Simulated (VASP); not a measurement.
# Al: relaxation of volume and atoms at fixed shape with LDA

Al:

```xyz
1
Lattice="0.0000 2.0248 2.0248 2.0248 0.0000 2.0248 2.0248 2.0248 0.0000" Properties=species:S:1:pos:R:3 pbc="T T T"
Al    0.0000    0.0000    0.0000
```

```json
{
 "Program": "VASP 6.6.1",
 "Task": "relaxation of volume and atoms at fixed shape",
 "Functional": "LDA",
 "Potentials or basis": "VASP PAW LDA potentials, release 64 (Al)",
 "Cutoff": "500 eV",
 "k mesh": "9 × 9 × 9",
 "Occupations": "fermi-dirac, width 0.05 eV",
 "Spin": "no spin polarisation",
 "Dipole correction": "no",
 "Further INCAR settings": "ALGO = Normal; EDIFF = 1e-07; IBRION = 2; EDIFFG = -0.01; NSW = 80; ISIF = 8"
}
```

```
Relaxed volume                         : 15.89 Å³/atom
Relaxed cell                           : a = 2.822 Å, b = 2.822 Å, c = 2.822 Å, α = 60.00°, β = 60.00°, γ = 60.00°
Space group after relaxing (to 0.05 Å) : Fm-3m (No. 225)
Energy gained by relaxing              : 7.8 meV/atom
Ionic steps                            : 3
Pressure after relaxing                : 0.0 GPa
```

Step by step:
```tsv
step	energy change (eV)	largest force (eV/Å)	pressure (GPa)	volume (Å³)
1	0.0000	0.0000	-3.39	16.60
2	-0.0076	0.0000	0.64	15.77
3	-0.0078	0.0000	0.01	15.89
```

Final structure:
```yaml
crystal:
  lattice:
    - [0.00000, 1.99537, 1.99537]
    - [1.99537, 0.00000, 1.99537]
    - [1.99537, 1.99537, 0.00000]
  atoms:
    - { symbol: Al, position: [0.00000, 0.00000, 0.00000] }
```

Levels at points of the mesh, in eV from the Fermi level:
```tsv
k point	band 1	band 2	band 3	band 4	band 5
(0.00, 0.00, 0.00)	-11.33	12.81	12.81	12.81	14.42
```

Wall time 3.1 s on 1 thread of Intel(R) Xeon(R) Platinum 8488C (Sapphire Rapids) (shared host), peak memory 0.12 GiB.

LDA usually gives volumes a few per cent too small. Zero-point motion and thermal expansion aren't in these numbers.
